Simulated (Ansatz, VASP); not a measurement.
Given: the input of a run of Ansatz 0.2.0 on VWC2.

The input input.yaml:

```yaml
crystal:
  lattice:
    - [1.5170411163, 0.8758640969, 4.933893193]
    - [-1.5170411163, 0.8758640969, 4.933893193]
    - [0.0, -1.7517281937, 4.933893193]
  atoms:
    - { symbol: W, position: [0.0, 0.0, 0.0] }
    - { symbol: V, position: [0.5, 0.5, 0.5], spin: 3.0 }
    - { symbol: C, position: [0.246494, 0.246494, 0.246494] }
    - { symbol: C, position: [0.753506, 0.753506, 0.753506] }
hamiltonian:
  xc: pbesol
  pseudopotentials: { kind: paw }
magnetization:
  spin_polarized: true
  initial_magnetization: 3.0
  spin_locking: { lock_magnetization: hard }
kpoints:
  mp_grid: { grid: [9, 9, 9] }
scf:
  occupations: { method: fermi_dirac, width: 0.05 }
  lower_state_search: "off"
output:
  forces: true
  stress: true
  eigenvalues: true
```

Potentials or basis: Ansatz PAW.

Run with:

```bash
$ ansatz run input.yaml --threads 2 --pin off --max-ram 5632MiB --backend cpu --events-out ev --progress --plain --runs-dir out
```

Problem. Set up the same calculation for VASP 6.6.1. Potentials there: VASP PAW PBE potentials, release 64 (W_sv, V_sv, C).

Solution. As run (the cutoff follows the program's own potentials):

Contents of INCAR:

```
PREC = Accurate
ENCUT = 520
EDIFF = 1E-6
ISMEAR = -1
SIGMA = 0.05
LREAL = F
LASPH = T
NELM = 150
ALGO = Normal
ISIF = 2
LWAVE = F
LCHARG = F
ISPIN = 2
MAGMOM = 0 3 0 0
LORBIT = 11
NUPDOWN = 3.0
LMAXMIX = 4
GGA = PS
NBANDS = 30
```

The input KPOINTS:

```
regular mesh
0
Gamma
  9 9 9
```

The input POSCAR:

```
VWC2
1.0
    1.5170411163      0.8758640969      4.9338931930
   -1.5170411163      0.8758640969      4.9338931930
    0.0000000000     -1.7517281937      4.9338931930
W V C
1 1 2
Direct
    0.0000000000      0.0000000000      0.0000000000
    0.5000000000      0.5000000000      0.5000000000
    0.2464940000      0.2464940000      0.2464940000
    0.7535060000      0.7535060000      0.7535060000
```

Potentials or basis: VASP PAW PBE potentials, release 64 (W_sv, V_sv, C).

Command:

```console
$ cat potpaw_PBE.64/W_sv/POTCAR potpaw_PBE.64/V_sv/POTCAR potpaw_PBE.64/C/POTCAR > POTCAR
$ mpirun -np 1 vasp_std > vasp.out
```

Both were run:

|  | VASP | Ansatz | Ansatz less VASP |
| --- | --- | --- | --- |
| pressure (GPa) | 3.5 | 2.6 | -0.85 |
| traceless stress, the component that is largest in VASP (GPa) | -0.97 | -0.93 | +0.037 |
| rms of the force components (eV/Å) | 0.235 | 0.242 | +0.0072 |
| net moment per atom (μB) | 0.75 | 0.75 | 0.000 |
| size of the moment on the site where the two differ most (μB) | 0.79 | 0.52 | -0.270 |

VASP's potentials were made for PBE, not for PBEsol. Site moments also hang on the region over which each program counts them. Atom by atom the forces differ by 0.007 eV/Å (rms over components). The functional is the same, so the differences come from potentials, cutoffs and numerics.

Spin-orbit coupling is off throughout.
